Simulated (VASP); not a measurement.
Set up this calculation in VASP 6.6.1, as the native input.

```yaml
Task: single point
Functional: PBE
Potentials_or_basis: VASP PAW PBE potentials, release 64 (W_sv, C)
Cutoff: 520 eV
k_mesh: 8 × 8 × 1
Occupations: gaussian, width 0.1 eV
Spin: no spin polarisation
Dipole_correction: yes
Further_INCAR_settings: ALGO = Normal; EDIFF = 1e-07; NBANDS = 38
```

The structure of W4C lies in POSCAR:

```
W4C
1.0
    3.1836991688      0.0000000000      0.0000000000
    0.0000000000      3.1836991688      0.0000000000
    0.0000000000      0.0000000000     20.1425775749
W C
4 1
Direct
    0.5000000000      0.5000000000      0.1985843165
    0.0000000000      0.0000000000      0.2776134069
    0.5000000000      0.5000000000      0.3599451800
    0.0000000000      0.0000000000      0.4290700901
    0.2500000000      0.5000000000      0.4704388478
```

These files were run (other wordings do the same):

INCAR

```
SYSTEM = W4C
PREC = Accurate
ENCUT = 520
EDIFF = 1E-7
ISMEAR = 0
SIGMA = 0.1
LREAL = .FALSE.
LASPH = .TRUE.
NELM = 60
ALGO = Normal
ISIF = 2
LWAVE = .FALSE.
LCHARG = .FALSE.
LDIPOL = .TRUE.
IDIPOL = 3
DIPOL = 0.5 0.5 0.347
GGA = PE
NBANDS = 38
```

KPOINTS

```
Automatic mesh
0
G
  8 8 1
  0 0 0
```

Potentials or basis: VASP PAW PBE potentials, release 64 (W_sv, C).

Run with:

```sh
$ cat potpaw_PBE.64/W_sv/POTCAR potpaw_PBE.64/C/POTCAR > POTCAR
$ mpirun -np 1 vasp_std > vasp.out
```

Results of the run:

| Property | Result |
| --- | --- |
| Largest force | 3.442 eV/Å |
| Band gap on the k mesh | zero (bands 30 and 31 overlap by 1.76 eV) |

Caveat: spin-orbit coupling is left out, which moves the levels of the heavy elements.

It took 10 min on 1 thread of Intel Xeon 8259CL, with other jobs on the host, peak memory 0.37 GiB.
